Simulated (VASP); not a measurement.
Si2GeP3:

```
Si Ge P
1.0
    -2.44917    2.44917    4.39322
     2.44917   -2.44917    4.39322
     2.44917    2.44917   -4.39322
Si Ge P
2 1 3
Direct
  0.75000 0.25000 0.50000
  0.25000 0.75000 0.50000
  0.50000 0.50000 0.00000
  0.50000 0.00000 0.50000
  0.00000 0.50000 0.50000
  0.00000 0.00000 0.00000
```

The cell was built from a structure type or drawn by symmetry, and may not be a known phase.

- Program: VASP 6.6.1
- Task: relaxation of cell and atoms
- Functional: PBE
- Potentials or basis: VASP PAW PBE potentials, release 64 (Si, Ge_d, P)
- Cutoff: 600 eV
- k mesh: 6 × 6 × 6
- Occupations: gaussian, width 0.1 eV
- Spin: no spin polarisation

At the start: pressure 6.9 GPa; volume 17.57 Å³/atom.

**Question.** How do energy, volume and symmetry change on relaxing?

**Answer.** Over 6 steps the energy falls by 71.2 meV/atom and the volume is 18.49 Å³/atom (+5.2 %); space group I4/mmm (No. 139, to 0.1 Å) before and after.

Step by step:
| step | energy change (eV) | largest force (eV/Å) | pressure (GPa) | volume (Å³) |
| --- | --- | --- | --- | --- |
| 1 | 0.0000 | 0.0000 | 6.94 | 105.41 |
| 2 | -0.3349 | 0.0000 | -3.30 | 117.20 |
| 3 | -0.3516 | 0.0000 | -1.35 | 114.31 |
| 4 | -0.3525 | 0.0000 | -1.70 | 114.85 |
| 5 | -0.4128 | 0.0000 | -1.06 | 112.35 |
| 6 | -0.4271 | 0.0000 | -0.22 | 110.93 |

Final structure:
```cif
data_structure
_symmetry_space_group_name_H-M 'P 1'
_symmetry_Int_Tables_number 1
_cell_length_a 5.8714
_cell_length_b 5.8714
_cell_length_c 5.8714
_cell_angle_alpha 131.577
_cell_angle_beta 131.577
_cell_angle_gamma 70.898
_cell_volume 110.93
loop_
_atom_site_label
_atom_site_type_symbol
_atom_site_fract_x
_atom_site_fract_y
_atom_site_fract_z
_atom_site_occupancy
Si1 Si 0.75000 0.25000 0.50000 1
Si2 Si 0.25000 0.75000 0.50000 1
Ge1 Ge 0.50000 0.50000 0.00000 1
P1 P 0.50000 0.00000 0.50000 1
P2 P 0.00000 0.50000 0.50000 1
P3 P 0.00000 0.00000 0.00000 1
```
